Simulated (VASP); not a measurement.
# BP (F-43m) in VASP: a series of runs

BP is run at these levels: r2SCAN0; tasks: single point.

Everything below comes from runs of VASP 6.6.1. Logs are shortened: lines on timing, memory, paths and dates and some standing lists are left out, and cuts for length are marked.

### 1 The cell of the first run

It takes space group F-43m (No. 216, cubic). The conventional cell has a = 4.508 Å, b = 4.508 Å, c = 4.508 Å, α = 90.00°, β = 90.00°, γ = 90.00°. Within 2.6 Å of P (site symmetry -43m) lie 4 B at 1.95 Å. Within 2.6 Å of B (site symmetry -43m) lie 4 P at 1.95 Å.

### 2 Single point, r2SCAN0

Input file POSCAR:

```
BP
1.0
    0.0000000000      2.2537713532      2.2537713532
    2.2537713532      0.0000000000      2.2537713532
    2.2537713532      2.2537713532      0.0000000000
P B
1 1
Direct
    0.7500000000      0.7500000000      0.7500000000
    0.0000000000      0.0000000000      0.0000000000
```

Input file INCAR.step1:

```
SYSTEM = BP
ALGO = Normal ; EDIFF = 1E-5
ENCUT = 520 ; GGA = PE
ISIF = 2 ; ISMEAR = -1
LASPH = .TRUE. ; LCHARG = .FALSE.
LREAL = .FALSE. ; LWAVE = .TRUE.
NBANDS = 11 ; NELM = 60
PREC = Accurate ; SIGMA = 0.05
```

Input file INCAR.step2:

```
SYSTEM = BP
AEXX = 0.25 ; ALGO = Normal
EDIFF = 1E-6 ; ENCUT = 520
ISIF = 2 ; ISMEAR = -1
ISTART = 1 ; LASPH = .TRUE.
LCHARG = .FALSE. ; LHFCALC = .TRUE.
LMIXTAU = .TRUE. ; LREAL = .FALSE.
LWAVE = .FALSE. ; METAGGA = R2SCAN
NBANDS = 11 ; NELM = 60
PREC = Accurate ; PRECFOCK = Normal
SIGMA = 0.05
```

Input file KPOINTS:

```
k-points
0
G
  5 5 5
  0 0 0
```

Potentials or basis: VASP PAW PBE potentials, release 64 (P, B).

On the command line:

```console
cat potpaw_PBE.64/P/POTCAR potpaw_PBE.64/B/POTCAR > POTCAR
cp INCAR.step1 INCAR
mpirun -np 1 vasp_std > vasp.out
cp INCAR.step2 INCAR
mpirun -np 1 vasp_std > vasp.out
```

OUTCAR:

```text
SYSTEM = BP
   AEXX = 0.25
   EDIFF = 1E-6
   ENCUT = 520
   ISIF = 2
   ISMEAR = -1
   ISTART = 1
   LASPH = .TRUE.
   LHFCALC = .TRUE.
   LREAL = .FALSE.
   METAGGA = R2SCAN
   NELM = 60
   PREC = Accurate
   PRECFOCK = Normal

 ion  position               nearest neighbor table
   1  0.750  0.750  0.750-   2 1.95   2 1.95   2 1.95   2 1.95
   2  0.000  0.000  0.000-   1 1.95   1 1.95   1 1.95   1 1.95

  LATTYP: Found a face centered cubic cell.
 ALAT       =     4.5075427064

  Lattice vectors:

 A1 = (   0.0000000000,   2.2537713532,   2.2537713532)
 A2 = (   2.2537713532,   0.0000000000,   2.2537713532)
 A3 = (   2.2537713532,   2.2537713532,   0.0000000000)

Analysis of symmetry for initial positions (statically):
=====================================================================
 Subroutine PRICEL returns:
 Original cell was already a primitive cell.

 Routine SETGRP: Setting up the symmetry group for a
 face centered cubic supercell.

 Subroutine GETGRP returns: Found 24 space group operations
 (whereof 24 operations were pure point group operations)
 out of a pool of 48 trial point group operations.

The static configuration has the point symmetry T_d .

Analysis of symmetry for dynamics (positions and initial velocities):
=====================================================================
 Subroutine PRICEL returns:
 Original cell was already a primitive cell.

 Routine SETGRP: Setting up the symmetry group for a
 face centered cubic supercell.

 Subroutine GETGRP returns: Found 24 space group operations
 (whereof 24 operations were pure point group operations)
 out of a pool of 48 trial point group operations.

The dynamic configuration has the point symmetry T_d .

 Subroutine INISYM returns: Found 24 space group operations
 (whereof 24 operations are pure point group operations),
 and found     1 'primitive' translations

----------------------------------------------------------------------------------------

                                     Primitive cell

  volume of cell :      22.8960

  direct lattice vectors                    reciprocal lattice vectors
     0.000000000  2.253771353  2.253771353    -0.221850366  0.221850366  0.221850366
     2.253771353  0.000000000  2.253771353     0.221850366 -0.221850366  0.221850366
     2.253771353  2.253771353  0.000000000     0.221850366  0.221850366 -0.221850366

  length of vectors
     3.187314014  3.187314014  3.187314014     0.384256106  0.384256106  0.384256106

  position of ions in fractional coordinates (direct lattice)
     0.750000000  0.750000000  0.750000000
     0.000000000  0.000000000  0.000000000

  ion indices of the primitive-cell ions
   primitive index   ion index
                 1           1
                 2           2

----------------------------------------------------------------------------------------

 KPOINTS: k-points

Automatic generation of k-mesh.
 Grid dimensions read from file:
 generate k-points for:    5    5    5

 Generating k-lattice:

  Cartesian coordinates                     Fractional coordinates (reciprocal lattice)
    -0.044370073  0.044370073  0.044370073     0.200000000  0.000000000  0.000000000
     0.044370073 -0.044370073  0.044370073     0.000000000  0.200000000  0.000000000
     0.044370073  0.044370073 -0.044370073     0.000000000  0.000000000  0.200000000

  Length of vectors
     0.076851221  0.076851221  0.076851221

  Shift w.r.t. Gamma in fractional coordinates (k-lattice)
     0.000000000  0.000000000  0.000000000

 Subroutine IBZKPT returns following result:
 ===========================================

 Found     10 irreducible k-points:

 Following reciprocal coordinates:
            Coordinates               Weight
  0.000000  0.000000  0.000000      1.000000
  0.200000  0.000000  0.000000      8.000000
  0.400000  0.000000  0.000000      8.000000
  0.200000  0.200000  0.000000      6.000000
  0.400000  0.200000  0.000000     24.000000
 -0.400000  0.200000  0.000000     24.000000
 -0.200000  0.200000  0.000000     12.000000
  0.400000  0.400000  0.000000      6.000000
 -0.400000  0.400000  0.000000     12.000000
 -0.400000  0.400000  0.200000     24.000000
   k-points           NKPTS =     10   k-points in BZ     NKDIM =    125   number of bands    NBANDS=     11
   number of dos      NEDOS =    301   number of ions     NIONS =      2
   total plane-waves  NPLWV =  13824
   dimension x,y,z NGX =    24 NGY =   24 NGZ =   24
   dimension x,y,z NGXF=    48 NGYF=   48 NGZF=   48
   ions per type =               1   1
   NGX,Y,Z   is equivalent  to a cutoff of  12.52, 12.52, 12.52 a.u.
   NGXF,Y,Z  is equivalent  to a cutoff of  25.04, 25.04, 25.04 a.u.
 SYSTEM =  BP
   PREC   = accura    normal or accurate (medium, high low for compatibility)
   ISTART =      1    job   : 0-new  1-cont  2-samecut
   ICHARG =      0    charge: 1-file 2-atom 10-const
   ISPIN  =      1    spin polarized calculation?
   LNONCOLLINEAR =      F non collinear calculations
   LSORBIT =      F    spin-orbit coupling
   LASPH  =      T    aspherical Exc in radial PAW
   ENCUT  =  520.0 eV  38.22 Ry    6.18 a.u.   5.93  5.93  5.93*2*pi/ulx,y,z
   NELM   =     60;   NELMIN=  2; NELMDL=  0     # of ELM steps
   EDIFF  = 0.1E-05   stopping-criterion for ELM
   LREAL  =      F    real-space projection
   EDIFFG = 0.1E-04   stopping-criterion for IOM
   NSW    =      0    number of steps for IOM
   IBRION =     -1    ionic relax: 0-MD 1-quasi-New 2-CG
   NFREE  =      0    steps in history (QN), initial steepest desc. (CG)
   ISIF   =      2    stress and relaxation
   ISYM   =      3    0-nonsym 1-usesym 2-fastsym
   POTIM  = 0.5000    time-step for ionic-motion
   TEBEG  =    0.0;   TEEND  =   0.0 temperature during run
   PSTRESS=    0.0 pullay stress
   NELECT =       8.0000    total number of electrons
   NUPDOWN=      -1.0000    fix difference up-down
   EMIN   =  10.00;   EMAX   =-10.00  energy-range for DOS
   EFERMI =   0.00;   METHOD = LEGACY
   ISMEAR =    -1;   SIGMA  =   0.05  broadening in eV -4-tet -1-fermi 0-gaus
   EFERMI_NEDOS =   21; number of points for ismear=-14 and -15
   IALGO  =     38    algorithm
   IMIX   =      1    mixing-type and parameters
     AMIX     =   0.40;   BMIX     =  1.00
     AMIX_MAG =   1.60;   BMIX_MAG =  1.00
  volume/ion in A,a.u.               =      11.45        77.25
  Fermi-wavevector in a.u.,A,eV,Ry     =   1.153059  2.178966 18.089568  1.329546
  Thomas-Fermi vector in A             =   2.289706
   LORBIT       =      0    0 simple, 1 ext, 2 COOP (PROOUT), +10 PAW based schemes
   METAGGA = R2SCAN    functional components
   LHFCALC =     T    Hartree Fock is set to
   PRECFOCK=normal    Normal, Fast or Accurate (Low or Medium for compatibility)
   ENCUT4O =  -1.0   cutoff for four orbital integrals eV
   NKREDX  =     1    reduce k-point grid by
   NKREDY  =     1    reduce k-point grid by
   NKREDZ  =     1    reduce k-point grid by
   AEXX    =    0.2500 exact exchange contribution
   HFSCREEN=    0.0000 screening length (either q_TF or 0.3 A-1)
   HFSCREENC=   0.0000 screening length for correlation (either q_TF or 0.3 A-1)
   ENCUTFOCK=  -1.0 apply spherical cutoff to Coloumb kernel
   IVDW    =     0    specifies the selected vdW correction
   LEPSILON=     F    determine dielectric tensor
   LRPA    =     F    only Hartree local field effects (RPA)
 non-spin polarized calculation
  energy-cutoff  :      520.00
  volume of cell :       22.90
 maximum number of plane-waves:       629
  NGX = 18; NGY = 18; NGZ = 18

 number of electron       8.0000001 magnetization

 Free energy of the ion-electron system (eV)
  ---------------------------------------------------
  ext. energy  EPLUGINS =         0.00000000
  ---------------------------------------------------
  free energy    TOTEN  =       -18.97917790 eV

  energy without entropy =      -18.97917790  energy(sigma->0) =      -18.97917790

 E-fermi :   7.9953     XC(G=0):  -9.0103

 val. band max:        6.8795072165   @ k =   0.0000   0.0000   0.0000
 cond. band min:       9.6771372258   @ k =   0.4000   0.4000   0.0000
 fundamental gap:      2.7976300093
 Fermi energy:         7.9952669938

 k-point     1 :       0.0000    0.0000    0.0000
  band No.  band energies     occupation
      1     -10.9650      2.00000
      2       6.8795      2.00000
      3       6.8795      2.00000
      4       6.8795      2.00000
      5      12.1031      0.00000
      6      12.1031      0.00000
      7      12.1031      0.00000
      8      17.0015      0.00000
      9      20.9563      0.00000
     10      21.4646      0.00000
     11      21.4646      0.00000

 k-point     2 :       0.2000    0.0000    0.0000
  band No.  band energies     occupation
      1     -10.1450      2.00000
      2       2.6970      2.00000
      3       5.9055      2.00000
      4       5.9055      2.00000
      5      12.9070      0.00000
      6      13.3895      0.00000
      7      13.3895      0.00000
      8      18.7550      0.00000
      9      20.0654      0.00000
     10      20.0654      0.00000
     11      22.5190      0.00000

 k-point     3 :       0.4000    0.0000    0.0000
  band No.  band energies     occupation
      1      -7.9180      2.00000
      2      -2.4363      2.00000
      3       4.9553      2.00000
      4       4.9553      2.00000
      5      12.7465      0.00000
      6      13.6302      0.00000
      7      13.6302      0.00000
      8      19.6333      0.00000
      9      22.7402      0.00000
     10      22.7402      0.00000
     11      23.9708      0.00000
[... 71 lines left out ...]
 k-point     9 :      -0.4000    0.4000    0.0000
  band No.  band energies     occupation
      1      -5.1783      2.00000
      2      -2.8775      2.00000
      3       0.1241      2.00000
      4       2.5521      2.00000
      5      10.4162      0.00000
      6      13.5586      0.00000
      7      20.2276      0.00000
      8      20.9982      0.00000
      9      22.3755      0.00000
     10      23.3720      0.00000
     11      28.7002      0.00000

 k-point    10 :      -0.4000    0.4000    0.2000
  band No.  band energies     occupation
      1      -6.0215      2.00000
      2      -1.8759      2.00000
      3       0.3668      2.00000
      4       1.9334      2.00000
      5      13.4525      0.00000
      6      14.5796      0.00000
      7      15.9912      0.00000
      8      20.2832      0.00000
      9      21.1860      0.00000
     10      24.4436      0.00000
     11      28.3367      0.00000

------------------------ aborting loop because EDIFF is reached ----------------------------------------

  FORCE on cell =-STRESS in cart. coord.  units (eV):
  Direction    XX          YY          ZZ          XY          YZ          ZX
  --------------------------------------------------------------------------------------
  -------------------------------------------------------------------------------------
  Total        0.1289378      0.1289378      0.1289378      0.0000000      0.0000000     -0.0000000
  in kB        9.0225882      9.0225882      9.0225882      0.0000000      0.0000000     -0.0000000
  external PRESSURE =       9.0225882 kB  Pullay stress =       0.0000000 kB

 VOLUME and BASIS-vectors are now :
 -----------------------------------------------------------------------------
  energy-cutoff  :      520.00
  volume of cell :       22.90
      direct lattice vectors                 reciprocal lattice vectors
     0.000000000  2.253771353  2.253771353    -0.221850366  0.221850366  0.221850366
     2.253771353  0.000000000  2.253771353     0.221850366 -0.221850366  0.221850366
     2.253771353  2.253771353  0.000000000     0.221850366  0.221850366 -0.221850366

 POSITION                                       TOTAL-FORCE (eV/Angst)
 -----------------------------------------------------------------------------------
      3.38066      3.38066      3.38066         0.000000      0.000000      0.000000
      0.00000      0.00000      0.00000        -0.000000     -0.000000     -0.000000
 -----------------------------------------------------------------------------------
    total drift:                               -0.000000     -0.000000     -0.000000

  FREE ENERGIE OF THE ION-ELECTRON SYSTEM (eV)
  ---------------------------------------------------
  free  energy   TOTEN  =       -18.9791779040 eV

  energy  without entropy=      -18.9791779040  energy(sigma->0) =      -18.97917790
```

Run time: 3 min. Hardware: 1 thread of AMD EPYC 7R43 (Zen 3), shared host; peak memory 0.1 GiB.

Results:

```yaml
Free_energy: -18.9792 eV
Pressure: 0.9 GPa
Band_gap_on_the_k_mesh: 2.80 eV, indirect (least direct gap 5.22 eV)
```

Caveat: the k points lie up to 0.48 Å⁻¹ apart; the PAW data sets were made with another functional, which shifts forces and pressure a little. A k mesh can miss the band edges.

### 3 Single point, r2SCAN0

This run uses another cell than the first one, of 11.68 Å³/atom, 1.020 times its volume.

Input file POSCAR:

```
BP
1.0
    0.0000000000      2.2690000000      2.2690000000
    2.2690000000      0.0000000000      2.2690000000
    2.2690000000      2.2690000000      0.0000000000
P B
1 1
Direct
    0.7500000000      0.7500000000      0.7500000000
    0.0000000000      0.0000000000      0.0000000000
```

Input file INCAR.step1:

```
PREC = Accurate ; ENCUT = 520
EDIFF = 1E-5 ; ISMEAR = -1
SIGMA = 0.05 ; LREAL = F
LASPH = T ; NELM = 80
ALGO = Normal ; ISIF = 2
LWAVE = T ; LCHARG = F
NBANDS = 11 ; GGA = PE
```

Input file INCAR.step2:

```
PREC = Accurate ; ENCUT = 520
EDIFF = 1E-6 ; ISMEAR = -1
SIGMA = 0.05 ; LREAL = F
LASPH = T ; NELM = 80
ALGO = Normal ; ISIF = 2
LWAVE = F ; LCHARG = F
METAGGA = R2SCAN ; LHFCALC = T
AEXX = 0.25 ; LMIXTAU = T
PRECFOCK = Normal ; NBANDS = 11
ISTART = 1
```

Input file KPOINTS:

```
regular mesh
0
Gamma
  5 5 5
```

Potentials or basis: VASP PAW PBE potentials, release 64 (P, B).

On the command line:

```console
cat potpaw_PBE.64/P/POTCAR potpaw_PBE.64/B/POTCAR > POTCAR
cp INCAR.step1 INCAR
mpirun -np 1 vasp_std > vasp.out
cp INCAR.step2 INCAR
mpirun -np 1 vasp_std > vasp.out
```

Wall time 2.9 min (1 thread of AMD EPYC 7R43 (Zen 3), shared host); peak memory 0.11 GiB.

The run converged. Its results:

```
Free energy            : -18.9768 eV
Pressure               : -2.6 GPa
Band gap on the k mesh : 2.82 eV, indirect (least direct gap 5.19 eV)
```

Levels at points of the mesh, in eV from the valence-band top:
| k point | band 1 | band 2 | band 3 | band 4 | band 5 | band 6 | band 7 | band 8 | band 9 |
| --- | --- | --- | --- | --- | --- | --- | --- | --- | --- |
| (0.00, 0.00, 0.00) | -17.65 | 0.00 | 0.00 | 0.00 | 5.19 | 5.19 | 5.19 | 9.78 | 13.91 |

Caveat: the k points lie up to 0.48 Å⁻¹ apart; the PAW data sets were made with another functional, which shifts forces and pressure a little. A k mesh can miss the band edges.

### 4 Single point, r2SCAN0

This run uses another cell than the first one, of 11.92 Å³/atom, 1.041 times its volume.

Input file POSCAR:

```
BP
1.0
    0.0000000000      2.2840269280      2.2840269280
    2.2840269280      0.0000000000      2.2840269280
    2.2840269280      2.2840269280      0.0000000000
P B
1 1
Direct
    0.7500000000      0.7500000000      0.7500000000
    0.0000000000      0.0000000000      0.0000000000
```

Input file INCAR.step1:

```
PREC = Accurate
ENCUT = 520
EDIFF = 1E-5
ISMEAR = -1
SIGMA = 0.05
LREAL = F
LASPH = T
NELM = 60
ALGO = Normal
ISIF = 2
LWAVE = T
LCHARG = F
GGA = PE
NBANDS = 11
```

Input file INCAR.step2:

```
PREC = Accurate
ENCUT = 520
EDIFF = 1E-6
ISMEAR = -1
SIGMA = 0.05
LREAL = F
LASPH = T
NELM = 60
ALGO = Normal
ISIF = 2
LWAVE = F
LCHARG = F
METAGGA = R2SCAN
LHFCALC = T
AEXX = 0.25
LMIXTAU = T
PRECFOCK = Normal
ISTART = 1
NBANDS = 11
```

KPOINTS is that of step 3.

On the command line:

```console
cat potpaw_PBE.64/P/POTCAR potpaw_PBE.64/B/POTCAR > POTCAR
cp INCAR.step1 INCAR
mpirun -np 1 vasp_std > vasp.out
cp INCAR.step2 INCAR
mpirun -np 1 vasp_std > vasp.out
```

Wall time 3.1 min (1 thread of AMD EPYC 7R43 (Zen 3), shared host); peak memory 0.11 GiB.

Results (log left out):

```
Free energy            : -18.9646 eV
Pressure               : -5.9 GPa
Band gap on the k mesh : 2.85 eV, indirect (least direct gap 5.16 eV)
```

Levels at points of the mesh, in eV from the valence-band top:
| k point | band 1 | band 2 | band 3 | band 4 | band 5 | band 6 | band 7 | band 8 |
| --- | --- | --- | --- | --- | --- | --- | --- | --- |
| (0.00, 0.00, 0.00) | -17.45 | 0.00 | 0.00 | 0.00 | 5.16 | 5.16 | 5.16 | 9.46 |

Caveat: the k points lie up to 0.48 Å⁻¹ apart; the PAW data sets were made with another functional, which shifts forces and pressure a little. A k mesh can miss the band edges.

### 5 Single point, r2SCAN0

This run uses another cell than the first one, of 12.15 Å³/atom, 1.061 times its volume.

Input file POSCAR:

```
BP
1.0
    0.0000000000      2.2988586873      2.2988586873
    2.2988586873      0.0000000000      2.2988586873
    2.2988586873      2.2988586873      0.0000000000
P B
1 1
Direct
    0.7500000000      0.7500000000      0.7500000000
    0.0000000000      0.0000000000      0.0000000000
```

Input file INCAR.step1:

```
SYSTEM = BP
ALGO = Normal
EDIFF = 1E-5
ENCUT = 520
GGA = PE
ISIF = 2
ISMEAR = -1
LASPH = .True.
LREAL = .False.
LWAVE = .True.
NBANDS = 11
NELM = 80
PREC = Accurate
SIGMA = 0.05
```

Input file INCAR.step2:

```
SYSTEM = BP
AEXX = 0.25
ALGO = Normal
EDIFF = 1E-7
ENCUT = 520
ISIF = 2
ISMEAR = -1
ISTART = 1
LASPH = .True.
LCHARG = .True.
LELF = .True.
LHFCALC = .True.
LMIXTAU = .True.
LREAL = .False.
LVHAR = .True.
LWAVE = .False.
METAGGA = R2SCAN
NBANDS = 11
NELM = 80
PREC = Accurate
PRECFOCK = Normal
SIGMA = 0.05
```

Input file KPOINTS:

```
k-points
0
Gamma
  5 5 5
  0 0 0
```

On the command line:

```console
cat potpaw_PBE.64/P/POTCAR potpaw_PBE.64/B/POTCAR > POTCAR
cp INCAR.step1 INCAR
mpirun -np 1 vasp_std > vasp.out
cp INCAR.step2 INCAR
mpirun -np 1 vasp_std > vasp.out
```

It took 5 min on 1 thread of AMD EPYC 7R43 (Zen 3), shared host; peak memory 0.11 GiB.

The run converged. Its results:

```yaml
Free_energy: -18.9434 eV
Pressure: -8.8 GPa
Band_gap_on_the_k_mesh: 2.87 eV, indirect (least direct gap 5.13 eV)
```

Levels at points of the mesh, in eV from the valence-band top:
| k point | band 1 | band 2 | band 3 | band 4 | band 5 | band 6 | band 7 | band 8 |
| --- | --- | --- | --- | --- | --- | --- | --- | --- |
| (0.00, 0.00, 0.00) | -17.27 | 0.00 | 0.00 | 0.00 | 5.13 | 5.13 | 5.13 | 9.14 |

Caveat: the k points lie up to 0.47 Å⁻¹ apart; the PAW data sets were made with another functional, which shifts forces and pressure a little.

### 6 The runs side by side

| cell | gap on the mesh (eV) | pressure (GPa) |
| --- | --- | --- |
| a = 3.187 Å, angles 60.0°, 2 atoms | 2.80 | 0.9 |
| a = 3.209 Å, angles 60.0°, 2 atoms | 2.82 | -2.6 |
| a = 3.230 Å, angles 60.0°, 2 atoms | 2.85 | -5.9 |
| a = 3.251 Å, angles 60.0°, 2 atoms | 2.87 | -8.8 |

Alike in all rows: task single point; level r2SCAN0; potentials or basis VASP PAW PBE potentials, release 64 (P, B); no spin polarisation; k mesh 5 × 5 × 5; cutoff (eV) 520; smearing fermi-dirac 0.05 eV.

Caveats: all runs use coarse meshes; the PAW data sets were made with another functional, which shifts forces and pressure a little.

Total energies depend on the potentials used, so only differences within one code and one set of settings carry meaning.
